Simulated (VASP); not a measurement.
## GaN: single point with revPBE+D3(BJ)

GaN:

```
Ga N
1.0
     0.00000    2.28316    2.28316
     2.28316    0.00000    2.28316
     2.28316    2.28316    0.00000
Ga N
1 1
Direct
  0.00000 0.00000 0.00000
  0.25000 0.25000 0.25000
```

```json
{"Program": "VASP 6.6.1", "Task": "single point", "Functional": "revPBE", "Dispersion": "D3(BJ)", "Potentials or basis": "VASP PAW PBE potentials, release 64 (Ga_d, N)", "Cutoff": "520 eV", "k mesh": "10 × 10 × 10", "Occupations": "fermi-dirac, width 0.05 eV", "Spin": "no spin polarisation", "Dipole correction": "no", "Further INCAR settings": "ALGO = Normal; EDIFF = 1e-07; NBANDS = 16"}
```

```yaml
Pressure: -6.0 GPa
Band_gap_on_the_k_mesh: 1.51 eV, direct
Dispersion_energy_per_atom: -0.471 eV
```

Levels at points of the mesh, in eV from the valence-band top:
| k point | band 6 | band 7 | band 8 | band 9 | band 10 | band 11 | band 12 | band 13 |
| --- | --- | --- | --- | --- | --- | --- | --- | --- |
| (0.00, 0.00, 0.00) | -13.14 | 0.00 | 0.00 | 0.00 | 1.51 | 10.11 | 10.11 | 10.11 |
| (0.50, 0.00, 0.00) | -11.91 | -6.76 | -0.92 | -0.92 | 4.43 | 8.59 | 10.21 | 10.21 |
| (0.50, 0.50, 0.00) | -11.49 | -5.94 | -2.56 | -2.56 | 3.39 | 6.50 | 11.54 | 13.63 |

Run time: 46 s on 1 thread of AMD EPYC 7R13, on a shared host, peak memory 0.13 GiB.

Caveat: the PAW data sets were made with another functional, which shifts forces and pressure a little.
